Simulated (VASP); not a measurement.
# GaSb (I-4m2) in VASP: further runs

The runs below take GaSb through single point, with PBE.

Everything below comes from runs of VASP 6.6.1. Logs are shortened: lines on timing, memory, paths and dates and some standing lists are left out, and cuts for length are marked.

### 1 The cell of the first run

It takes space group I-4m2 (No. 119, tetragonal). Conventional cell: a = 4.326 Å, b = 4.326 Å, c = 6.026 Å, α = 90.00°, β = 90.00°, γ = 90.00°. Within 3.5 Å of Ga (site symmetry -4m2) lie 4 Sb at 2.64 Å. Sb (site symmetry -4m2) has 4 Ga at 2.64 Å within 3.5 Å.

### 2 Single point, PBE (strain -0.0150 x Voigt [0, 1, 0, 0, 0, 0])

Input file INCAR:

```
SYSTEM = GaSb
PREC = Accurate
ENCUT = 520
EDIFF = 1E-7
ISMEAR = 0
SIGMA = 0.15
LREAL = .False.
LASPH = .True.
NELM = 100
ALGO = Normal
ISIF = 2
LWAVE = .False.
LCHARG = .True.
GGA = PE
LELF = .True.
LVHAR = .True.
NBANDS = 16
```

Input file KPOINTS:

```
Automatic mesh
0
Gamma
  14 14 14
  0 0 0
```

Input file POSCAR:

```
GaSb
1.0
    0.0000000000      3.0131150000      3.0590000000
    3.0590000000      0.0000000000      3.0590000000
    3.0590000000      3.0131150000      0.0000000000
Ga Sb
1 1
Direct
    0.0000000000      0.0000000000      0.0000000000
    0.7500000000      0.7500000000      0.7500000000
```

Potentials or basis: VASP PAW PBE potentials, release 64 (Ga_d, Sb).

The run is started by

```
$ cat potpaw_PBE.64/Ga_d/POTCAR potpaw_PBE.64/Sb/POTCAR > POTCAR
$ mpirun -np 1 vasp_std > vasp.out
```

OUTCAR:

```text
SYSTEM = GaSb
   PREC = Accurate
   ENCUT = 520
   EDIFF = 1E-7
   ISMEAR = 0
   LREAL = .False.
   LASPH = .True.
   NELM = 100
   ISIF = 2
   GGA = PE

 ion  position               nearest neighbor table
   1  0.000  0.000  0.000-   2 2.64   2 2.64   2 2.64   2 2.64
   2  0.750  0.750  0.750-   1 2.64   1 2.64   1 2.64   1 2.64

  LATTYP: Found a body centered tetragonal cell.
 ALAT       =     4.3260792873
 C/A-ratio  =     1.3930003589

  Lattice vectors:

 A1 = (   0.0000000000,  -3.0131150000,   3.0590000000)
 A2 = (   0.0000000000,  -3.0131150000,  -3.0590000000)
 A3 = (   3.0590000000,   3.0131150000,   0.0000000000)

Analysis of symmetry for initial positions (statically):
=====================================================================
 Subroutine PRICEL returns:
 Original cell was already a primitive cell.

 Routine SETGRP: Setting up the symmetry group for a
 body centered tetragonal supercell.

 Subroutine GETGRP returns: Found  8 space group operations
 (whereof  8 operations were pure point group operations)
 out of a pool of 16 trial point group operations.

The static configuration has the point symmetry D_2d.

Analysis of symmetry for dynamics (positions and initial velocities):
=====================================================================
 Subroutine PRICEL returns:
 Original cell was already a primitive cell.

 Routine SETGRP: Setting up the symmetry group for a
 body centered tetragonal supercell.

 Subroutine GETGRP returns: Found  8 space group operations
 (whereof  8 operations were pure point group operations)
 out of a pool of 16 trial point group operations.

The dynamic configuration has the point symmetry D_2d.

 Subroutine INISYM returns: Found  8 space group operations
 (whereof  8 operations are pure point group operations),
 and found     1 'primitive' translations

----------------------------------------------------------------------------------------

                                     Primitive cell

  volume of cell :      56.3903

  direct lattice vectors                    reciprocal lattice vectors
     0.000000000  3.013115000  3.059000000    -0.163452109  0.165941227  0.163452109
     3.059000000  0.000000000  3.059000000     0.163452109 -0.165941227  0.163452109
     3.059000000  3.013115000  0.000000000     0.163452109  0.165941227 -0.163452109

  length of vectors
     4.293756281  4.326079287  4.293756281     0.284551708  0.284551708  0.284551708

[... 74 lines left out ...]
   ISPIN  =      1    spin polarized calculation?
   LNONCOLLINEAR =      F non collinear calculations
   LSORBIT =      F    spin-orbit coupling
   LASPH  =      T    aspherical Exc in radial PAW
   ENCUT  =  520.0 eV  38.22 Ry    6.18 a.u.   7.98  8.04  7.98*2*pi/ulx,y,z
   NELM   =    100;   NELMIN=  2; NELMDL= -5     # of ELM steps
   EDIFF  = 0.1E-06   stopping-criterion for ELM
   LREAL  =      F    real-space projection
   EDIFFG = 0.1E-05   stopping-criterion for IOM
   NSW    =      0    number of steps for IOM
   IBRION =     -1    ionic relax: 0-MD 1-quasi-New 2-CG
   NFREE  =      0    steps in history (QN), initial steepest desc. (CG)
   ISIF   =      2    stress and relaxation
   ISYM   =      2    0-nonsym 1-usesym 2-fastsym
   POTIM  = 0.5000    time-step for ionic-motion
   TEBEG  =    0.0;   TEEND  =   0.0 temperature during run
   PSTRESS=    0.0 pullay stress
   NELECT =      18.0000    total number of electrons
   NUPDOWN=      -1.0000    fix difference up-down
   EMIN   =  10.00;   EMAX   =-10.00  energy-range for DOS
   EFERMI =   0.00;   METHOD = LEGACY
   ISMEAR =     0;   SIGMA  =   0.15  broadening in eV -4-tet -1-fermi 0-gaus
   EFERMI_NEDOS =   21; number of points for ismear=-14 and -15
   IALGO  =     38    algorithm
   IMIX   =      4    mixing-type and parameters
     AMIX     =   0.40;   BMIX     =  1.00
     AMIX_MAG =   1.60;   BMIX_MAG =  1.00
  volume/ion in A,a.u.               =      28.20       190.27
  Fermi-wavevector in a.u.,A,eV,Ry     =   1.118830  2.114282 17.031509  1.251781
  Thomas-Fermi vector in A             =   2.255464
   LORBIT       =      0    0 simple, 1 ext, 2 COOP (PROOUT), +10 PAW based schemes
   GGA     = PE    functional components
   LHFCALC =     F    Hartree Fock is set to
   AEXX    =    0.0000 exact exchange contribution
   IVDW    =     0    specifies the selected vdW correction
   LEPSILON=     F    determine dielectric tensor
   LRPA    =     F    only Hartree local field effects (RPA)
 non-spin polarized calculation
 Gauss-broadening in eV      SIGMA  =   0.15
  energy-cutoff  :      520.00
  volume of cell :       56.39
 maximum number of plane-waves:      1544
   NGX = 15   NGY = 17   NGZ = 15

 number of electron      17.9999986 magnetization

 Free energy of the ion-electron system (eV)
  ---------------------------------------------------
  ext. energy  EPLUGINS =         0.00000000
  ---------------------------------------------------
  free energy    TOTEN  =        -7.33692855 eV

  energy without entropy =       -7.33679381  energy(sigma->0) =       -7.33686118

 E-fermi :   5.1805     XC(G=0):  -9.1563

 val. band max:        5.1681681708   @ k =   0.0000   0.0000   0.0000
 cond. band min:       5.4569710422   @ k =   0.5000   0.0000  -0.0000
 fundamental gap:      0.2888028714
 Fermi energy:         5.1805247693

 k-point     1 :       0.0000    0.0000    0.0000
  band No.  band energies     occupation
      1     -10.0389      2.00000
      2     -10.0389      2.00000
      3     -10.0369      2.00000
      4      -9.9870      2.00000
      5      -9.9853      2.00000
      6      -6.5573      2.00000
[... 433 lines left out ...]
      3     -10.0277      2.00000
      4      -9.9892      2.00000
      5      -9.9852      2.00000
      6      -5.8052      2.00000
[... 8 lines left out ...]
     15      13.4094      0.00000
     16      13.8542      0.00000

 [... further k-points ...]
[... 5 lines left out ...]
  --------------------------------------------------------------------------------------
  -------------------------------------------------------------------------------------
  Total        1.0831693      1.3032108      1.0831693      0.0000000      0.0000000      0.0000000
  in kB       30.7752988     37.0271769     30.7752988      0.0000000      0.0000000      0.0000000
  external PRESSURE =      32.8592581 kB  Pullay stress =       0.0000000 kB

 VOLUME and BASIS-vectors are now :
 -----------------------------------------------------------------------------
  energy-cutoff  :      520.00
  volume of cell :       56.39
      direct lattice vectors                 reciprocal lattice vectors
     0.000000000  3.013115000  3.059000000    -0.163452109  0.165941227  0.163452109
     3.059000000  0.000000000  3.059000000     0.163452109 -0.165941227  0.163452109
     3.059000000  3.013115000  0.000000000     0.163452109  0.165941227 -0.163452109

 POSITION                                       TOTAL-FORCE (eV/Angst)
 -----------------------------------------------------------------------------------
      0.00000      0.00000      0.00000        -0.000000      0.000000      0.000000
      4.58850      4.51967      4.58850         0.000000     -0.000000     -0.000000
 -----------------------------------------------------------------------------------
    total drift:                               -0.000002     -0.000001     -0.000002

  FREE ENERGIE OF THE ION-ELECTRON SYSTEM (eV)
  ---------------------------------------------------
  free  energy   TOTEN  =        -7.3369285542 eV

  energy  without entropy=       -7.3367938116  energy(sigma->0) =       -7.33686118
```

stdout:

```text
POSCAR found type information on POSCAR GaSb
 POSCAR found :  2 types and       2 ions
 scaLAPACK will be used
 LDA part: xc-table for (Slater+PW92), standard interpolation
 POSCAR, INCAR and KPOINTS ok, starting setup
 FFT: planning ... GRIDC
 FFT: planning ... GRID_SOFT
 FFT: planning ... GRID
 WAVECAR not read
 entering main loop
```

Wall time 1.8 min (1 thread of AMD EPYC 9R45 (Zen 5), shared host); peak memory 0.33 GiB.

Results:

| Quantity | Value |
| --- | --- |
| Free energy | -7.3369 eV |
| Pressure | 3.3 GPa |

Stress tensor (GPa, compression positive):
```
3.08 0.00 0.00
0.00 3.70 0.00
0.00 0.00 3.08
```

Caveat: the cell differs from its parent crystal (strain -0.0150 x Voigt [0, 1, 0, 0, 0, 0]); spin-orbit coupling is left out, which moves the levels of the heavy elements.

### 3 Single point, PBE (strain -0.0050 x Voigt [0, 1, 0, 0, 0, 0])

Input file INCAR:

```
SYSTEM = GaSb
PREC = Accurate
ENCUT = 520
EDIFF = 1E-6
ISMEAR = 0
SIGMA = 0.15
LREAL = .False.
LASPH = .True.
NELM = 80
ALGO = Normal
ISIF = 2
LWAVE = .False.
LCHARG = .False.
GGA = PE
NBANDS = 16
```

Input file KPOINTS:

```
regular mesh
0
Gamma
  14 14 14
  0 0 0
```

Input file POSCAR:

```
GaSb
1.0
    0.0000000000      3.0437050000      3.0590000000
    3.0590000000      0.0000000000      3.0590000000
    3.0590000000      3.0437050000      0.0000000000
Ga Sb
1 1
Direct
    0.0000000000      0.0000000000      0.0000000000
    0.7500000000      0.7500000000      0.7500000000
```

Potentials or basis: VASP PAW PBE potentials, release 64 (Ga_d, Sb).

The run is started by

```
$ cat potpaw_PBE.64/Ga_d/POTCAR potpaw_PBE.64/Sb/POTCAR > POTCAR
$ mpirun -np 1 vasp_std > vasp.out
```

Wall time 97 s (1 thread of AMD EPYC 9R45 (Zen 5), shared host); peak memory 0.33 GiB.

It converged, with:

| Item | Value |
| --- | --- |
| Free energy | -7.3486 eV |
| Pressure | 2.7 GPa |

Stress tensor (GPa, compression positive):
```
2.61 0.00 0.00
0.00 2.83 0.00
0.00 0.00 2.61
```

Levels at points of the mesh, in eV from the Fermi level:
```csv
k point,band 5,band 6,band 7,band 8,band 9,band 10,band 11,band 12,band 13,band 14
"(0.00, 0.00, 0.00)",-15.13,-11.65,-0.15,-0.15,-0.12,-0.06,2.63,2.64,2.64,5.68
"(0.50, 0.00, 0.00)",-15.13,-10.01,-6.53,-1.32,-1.28,0.28,3.60,3.63,6.33,9.26
"(0.50, 0.50, 0.00)",-15.12,-9.18,-6.98,-2.72,-2.71,0.78,1.12,8.58,8.58,9.96
"(0.50, 0.00, 0.50)",-15.12,-9.16,-6.96,-2.75,-2.75,0.74,1.09,8.58,8.58,9.98
```

Caveat: the cell differs from its parent crystal (strain -0.0050 x Voigt [0, 1, 0, 0, 0, 0]); spin-orbit coupling is left out, which moves the levels of the heavy elements.

### 4 Single point, PBE (strain +0.0050 x Voigt [0, 1, 0, 0, 0, 0])

INCAR: that of step 3 with these lines changed.

```diff
@@ -8,3 +8,3 @@
 LASPH = .True.
-NELM = 80
+NELM = 100
 ALGO = Normal
```

Input file KPOINTS:

```
Automatic mesh
0
Gamma
  14 14 14
  0 0 0
```

Input file POSCAR:

```
GaSb
1.0
    0.0000000000      3.0742950000      3.0590000000
    3.0590000000      0.0000000000      3.0590000000
    3.0590000000      3.0742950000      0.0000000000
Ga Sb
1 1
Direct
    0.0000000000      0.0000000000      0.0000000000
    0.7500000000      0.7500000000      0.7500000000
```

The run is started by

```
$ cat potpaw_PBE.64/Ga_d/POTCAR potpaw_PBE.64/Sb/POTCAR > POTCAR
$ mpirun -np 1 vasp_std > vasp.out
```

Run time: 96 s. Hardware: 1 thread of AMD EPYC 9R45 (Zen 5), shared host; peak memory 0.33 GiB.

The run converged. Its results:

* Free energy: -7.3572 eV
* Pressure: 2.1 GPa
* Band gap on the k mesh: zero (filled and empty bands touch)

Stress tensor (GPa, compression positive):
```
2.20 0.00 0.00
0.00 1.98 0.00
0.00 0.00 2.20
```

Levels at points of the mesh, in eV from the Fermi level:
```tsv
k point	band 5	band 6	band 7	band 8	band 9	band 10	band 11	band 12	band 13	band 14
(0.00, 0.00, 0.00)	-15.10	-11.57	-0.15	-0.13	-0.12	-0.12	2.65	2.65	2.66	5.67
(0.50, 0.00, 0.00)	-15.10	-9.96	-6.47	-1.29	-1.25	0.27	3.61	3.64	6.34	9.20
(0.50, 0.50, 0.00)	-15.10	-9.13	-6.91	-2.69	-2.69	0.77	1.13	8.52	8.53	9.90
(0.50, 0.00, 0.50)	-15.10	-9.15	-6.93	-2.66	-2.66	0.81	1.16	8.52	8.52	9.88
```

Caveat: the cell differs from its parent crystal (strain +0.0050 x Voigt [0, 1, 0, 0, 0, 0]); spin-orbit coupling is left out, which moves the levels of the heavy elements.

### 5 Single point, PBE (strain +0.0150 x Voigt [0, 1, 0, 0, 0, 0])

Input file INCAR:

```
SYSTEM = GaSb
ALGO     = Normal         ! electronic algorithm
EDIFF    = 1E-7           ! SCF threshold, eV
ENCUT    = 520            ! plane-wave cutoff, eV
GGA      = PE             ! functional
ISIF     = 2              ! what is computed and relaxed
ISMEAR   = 0              ! smearing method
LASPH    = .True.         ! aspherical terms in the spheres
LCHARG   = .True.         ! write CHGCAR
LELF     = .True.         ! ELF
LREAL    = .False.        ! projectors in reciprocal space
LVHAR    = .True.       
LWAVE    = .False.        ! write WAVECAR
NBANDS   = 16             ! bands
NELM     = 100            ! most SCF steps
PREC     = Accurate       ! precision mode
SIGMA    = 0.15           ! smearing width, eV
```

Input file KPOINTS:

```
k-points
0
Gamma
  14 14 14
  0 0 0
```

Input file POSCAR:

```
GaSb
1.0
    0.0000000000      3.1048850000      3.0590000000
    3.0590000000      0.0000000000      3.0590000000
    3.0590000000      3.1048850000      0.0000000000
Ga Sb
1 1
Direct
    0.0000000000      0.0000000000      0.0000000000
    0.7500000000      0.7500000000      0.7500000000
```

The run is started by

```
$ cat potpaw_PBE.64/Ga_d/POTCAR potpaw_PBE.64/Sb/POTCAR > POTCAR
$ mpirun -np 1 vasp_std > vasp.out
```

Wall time 1.8 min (1 thread of AMD EPYC 9R45 (Zen 5), shared host); peak memory 0.33 GiB.

The run converged. Its results:

* Free energy: -7.3629 eV
* Pressure: 1.6 GPa
* Band gap on the k mesh: zero (filled and empty bands touch)

Stress tensor (GPa, compression positive):
```
1.83 0.00 0.00
0.00 1.18 0.00
0.00 0.00 1.83
```

Levels at points of the mesh, in eV from the Fermi level:
```tsv
k point	band 7	band 8	band 9	band 10	band 11	band 12
(0.00, 0.00, 0.00)	-0.20	-0.19	-0.10	-0.10	2.64	2.64
(0.50, 0.00, 0.00)	-6.42	-1.31	-1.20	0.24	3.58	3.66
(0.50, 0.50, 0.00)	-6.85	-2.68	-2.67	0.76	1.12	8.45
(0.50, 0.00, 0.50)	-6.92	-2.59	-2.59	0.87	1.21	8.45
```

Caveat: the cell differs from its parent crystal (strain +0.0150 x Voigt [0, 1, 0, 0, 0, 0]); spin-orbit coupling is left out, which moves the levels of the heavy elements.

### 6 Single point, PBE (strain +0.0175 x Voigt [0, 1, 0, 0, 0, 0])

Input file INCAR:

```
  PREC = Accurate
  ENCUT = 520
  EDIFF = 1E-6
  ISMEAR = 0
  SIGMA = 0.15
  LREAL = F
  LASPH = T
  NELM = 100
  ALGO = Normal
  ISIF = 2
  LWAVE = F
  LCHARG = F
  GGA = PE
  NBANDS = 16
```

Input file KPOINTS:

```
Automatic mesh
0
Gamma
  14 14 14
```

Input file POSCAR:

```
GaSb
1.0
    0.0000000000      3.1125325000      3.0590000000
    3.0590000000      0.0000000000      3.0590000000
    3.0590000000      3.1125325000      0.0000000000
Ga Sb
1 1
Direct
    0.0000000000      0.0000000000      0.0000000000
    0.7500000000      0.7500000000      0.7500000000
```

Potentials or basis: VASP PAW PBE potentials, release 64 (Ga_d, Sb).

The run is started by

```
$ cat potpaw_PBE.64/Ga_d/POTCAR potpaw_PBE.64/Sb/POTCAR > POTCAR
$ mpirun -np 1 vasp_std > vasp.out
```

Wall time 1.7 min (1 thread of AMD EPYC 9R45 (Zen 5), shared host); peak memory 0.33 GiB.

Results (log left out):

| Property | Result |
| --- | --- |
| Free energy | -7.3639 eV |
| Pressure | 1.5 GPa |
| Band gap on the k mesh | zero (filled and empty bands touch) |

Stress tensor (GPa, compression positive):
```
1.72 0.00 0.00
0.00 0.96 0.00
0.00 0.00 1.72
```

Levels at points of the mesh, in eV from the Fermi level:
```csv
k point,band 5,band 6,band 7,band 8,band 9,band 10,band 11,band 12,band 13,band 14
"(0.00, 0.00, 0.00)",-15.08,-11.49,-0.22,-0.20,-0.10,-0.10,2.64,2.64,2.69,5.66
"(0.50, 0.00, 0.00)",-15.08,-9.91,-6.41,-1.32,-1.19,0.23,3.58,3.66,6.35,9.11
"(0.50, 0.50, 0.00)",-15.08,-9.08,-6.84,-2.68,-2.67,0.75,1.12,8.42,8.44,9.79
"(0.50, 0.00, 0.50)",-15.08,-9.14,-6.91,-2.57,-2.57,0.88,1.23,8.43,8.43,9.74
```

Caveat: the cell differs from its parent crystal (strain +0.0175 x Voigt [0, 1, 0, 0, 0, 0]); spin-orbit coupling is left out, which moves the levels of the heavy elements.

### 7 The runs side by side

```csv
cell,gap on the mesh (eV),pressure (GPa)
"a = 4.294, b = 4.326 Å, angles 59.8, 60.5, 59.8°, 2 atoms",-,3.3
"a = 4.315, b = 4.326 Å, angles 59.9, 60.2, 59.9°, 2 atoms",-,2.7
"a = 4.337, b = 4.326 Å, angles 60.1, 59.8, 60.1°, 2 atoms",none,2.1
"a = 4.359, b = 4.326 Å, angles 60.2, 59.5, 60.2°, 2 atoms",none,1.6
"a = 4.364, b = 4.326 Å, angles 60.3, 59.4, 60.3°, 2 atoms",none,1.5
```

Alike in all rows: task single point; level PBE; potentials or basis VASP PAW PBE potentials, release 64 (Ga_d, Sb); no spin polarisation; k mesh 14 × 14 × 14; cutoff (eV) 520; smearing gaussian 0.15 eV.

Caveats: spin-orbit coupling is left out, which moves the levels of the heavy elements.

Total energies depend on the potentials used, so only differences within one code and one set of settings carry meaning.
